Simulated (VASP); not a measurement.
Here is a VASP 6.6.1 calculation.

The input INCAR:

```
SYSTEM = Zr
  PREC = Accurate
  ENCUT = 520
  EDIFF = 1E-6
  ISMEAR = -1
  SIGMA = 0.13605693000000002
  LREAL = .FALSE.
  LASPH = .TRUE.
  NELM = 80
  ALGO = Normal
  ISIF = 2
  LWAVE = .FALSE.
  LCHARG = .FALSE.
  GGA = PS
  NBANDS = 12
```

File KPOINTS:

```
Automatic mesh
0
G
  11 11 11
  0 0 0
```

Contents of POSCAR:

```
Zr
1.0
    2.8778736233      0.0000000000      0.0000000000
    0.0000000000      2.8778736233      0.0000000000
    0.0000000000      0.0000000000      2.8778736233
Zr
1
Direct
    0.0000000000      0.0000000000      0.0000000000
```

Potentials or basis: VASP PAW PBE potentials, release 64 (Zr_sv).

The run is started by

```bash
$ cat potpaw_PBE.64/Zr_sv/POTCAR > POTCAR
$ mpirun -np 1 vasp_std > vasp.out
```

(1) What does it give for the pressure?

(2) Estimate the band gap on the k mesh.

Results:

(1) -0.7 GPa.

(2) zero (band 6 reaches 9.01 eV, above the bottom of band 7 at 6.50 eV).

Caveat: the PAW data sets were made with another functional, which shifts forces and pressure a little.
